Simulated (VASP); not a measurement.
Be7S:

```xyz
8
Lattice="4.4105 0.0000 0.0000 -2.2053 3.8196 0.0000 0.0000 0.0000 4.9054" Properties=species:S:1:pos:R:3 pbc="T T T"
Be    2.2053    1.2732    3.6882
Be    2.2053    1.2732    1.2171
Be   -1.2000    3.2392    2.4527
Be    0.0000    1.1608    2.4527
Be    1.2000    3.2392    2.4527
Be    0.0000    2.5464    3.3917
Be    0.0000    2.5464    1.5137
S     0.0000    2.5464    0.0000
```

| Item | Value |
| --- | --- |
| Program | VASP 6.6.1 |
| Task | relaxation of cell and atoms |
| Functional | PBE |
| Potentials or basis | VASP PAW PBE potentials, release 64 (Be, S) |
| Cutoff | 600 eV |
| k mesh | 4 × 4 × 3 |
| Occupations | gaussian, width 0.2 eV |
| Spin | no spin polarisation |

At the start: pressure 45.6 GPa; volume 10.33 Å³/atom.

Question: Where does the relaxation end?

Answer: Over 25 steps the energy falls by 1508.2 meV/atom and the volume is 13.22 Å³/atom (+28.0 %); space group P-6m2 (No. 187, to 0.05 Å).

The path:
```tsv
step	energy change (eV)	largest force (eV/Å)	pressure (GPa)	volume (Å³)
1	0.0000	5.2885	45.60	82.64
2	-3.7579	4.7564	2.71	121.28
3	-4.9603	4.8676	9.69	103.08
4	-4.9591	4.9519	8.18	105.41
5	-6.1480	2.4163	-2.03	121.30
6	-6.1535	2.5794	-2.59	122.97
7	-7.1968	1.6147	-4.81	124.54
8	-8.4256	4.1258	-2.91	128.89
9	-8.5742	1.7779	-5.00	127.41
10	-9.1370	1.7033	-5.38	126.58
11	-9.8646	2.2093	-5.15	124.01
12	-10.3371	1.9460	-5.89	121.88
13	-11.2566	1.2489	-6.68	115.51
14	-10.4834	3.3079	-0.17	102.82
15	-11.4171	1.2225	-6.10	112.21
16	-11.4279	1.3872	-5.83	111.30
17	-11.6900	1.0913	-3.03	106.31
18	-11.7950	1.0073	0.87	101.09
19	-11.9010	0.6866	1.79	100.68
20	-11.9193	0.6075	2.52	100.43
21	-11.9784	0.5356	1.44	102.10
22	-12.0397	0.5016	-0.91	106.39
23	-12.0629	0.0985	-0.57	106.50
24	-12.0632	0.0860	-0.61	106.49
25	-12.0654	0.0393	-0.10	105.75
```

Final structure:
```
Be S
1.0
     4.08625    0.00000    0.00000
    -2.04312    3.53879    0.00000
     0.00000    0.00000    7.31324
Be S
7 1
Direct
  0.66667 0.33333 0.64406
  0.66667 0.33333 0.35594
  0.16666 0.83334 0.50000
  0.16666 0.33333 0.50000
  0.66667 0.83334 0.50000
  0.33333 0.66667 0.74417
  0.33333 0.66667 0.25583
  0.33333 0.66667 0.00000
```

Caveat: the k points lie up to 0.44 Å⁻¹ apart in the final cell; the volume moved by over 15 % at a fixed basis, so the end points are rough; the relaxation stopped at a loose force limit of 0.08 eV/Å, so its end isn't a converged minimum.
